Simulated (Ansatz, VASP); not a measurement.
**WF2: VASP beside Ansatz**

```xyz
6
Lattice="5.8785 0.0000 0.0000 0.0000 5.8785 0.0000 0.0000 0.0000 2.4770" Properties=species:S:1:pos:R:3 pbc="T T T"
W     0.0000    0.0000    0.0000
W     2.9393    2.9393    1.2385
F     1.4482    1.4482    0.0000
F     4.4304    4.4304    0.0000
F     4.3874    1.4911    1.2385
F     1.4911    4.3874    1.2385
```

Alike in both runs: functional PBE; k mesh 6 × 6 × 14; occupations gaussian, width 0.1 eV; no spin polarisation.

Ansatz relaxed the structure, and its values are those at the end. VASP's run is a single point on that final structure, the one shown.

|  | VASP | Ansatz |
| --- | --- | --- |
| version | VASP 6.6.1 | Ansatz 0.2.0 |
| potentials or method | VASP PAW PBE potentials, release 64 (W_sv, F), cutoff 520 eV | scalar-relativistic, plane waves, PAW |
| valence electrons in the cell | 56 | 56 |

|  | VASP | Ansatz | Ansatz less VASP |
| --- | --- | --- | --- |
| gap on the k mesh at the Fermi level (eV) | none | none | - |
| pressure (GPa) | 0.7 | 0.0 | -0.74 |
| rms of the force components (eV/Å) | 0.054 | 0.000 | -0.0540 |

A gap of «none» marks a metal or a gap that the smearing closes.

Neither program's run includes spin-orbit coupling.
